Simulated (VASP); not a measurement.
Here is a VASP 6.6.1 calculation.

INCAR

```
PREC = Accurate ; ENCUT = 520
EDIFF = 1E-6 ; ISMEAR = -1
SIGMA = 0.08 ; LREAL = F
LASPH = T ; NELM = 150
ALGO = Normal ; ISIF = 2
LWAVE = F ; LCHARG = F
ISPIN = 2 ; MAGMOM = 1 1
LORBIT = 11 ; LMAXMIX = 4
GGA = PE ; NBANDS = 21
```

Contents of KPOINTS:

```
Automatic mesh
0
Gamma
  17 17 10
```

Contents of POSCAR:

```
Ni
1.0
    2.3480368382      0.0000000000      0.0000000000
   -1.1740184191      2.0334595510      0.0000000000
    0.0000000000      0.0000000000      3.8493868447
Ni
2
Direct
    0.3333333333      0.6666666667      0.2500000000
    0.6666666667      0.3333333333      0.7500000000
```

Potentials or basis: VASP PAW PBE potentials, release 64 (Ni).

Command:

```bash
$ cat potpaw_PBE.64/Ni/POTCAR > POTCAR
$ mpirun -np 1 vasp_std > vasp.out
```

(1) Estimate the pressure.

(2) What does it give for the net moment?

(3) Predict the site moments.

Answers

(1) 51.2 GPa.

(2) 1.15 μB per cell.

(3) Ni +0.57 μB.

Caveat: the cell stands under pressure.
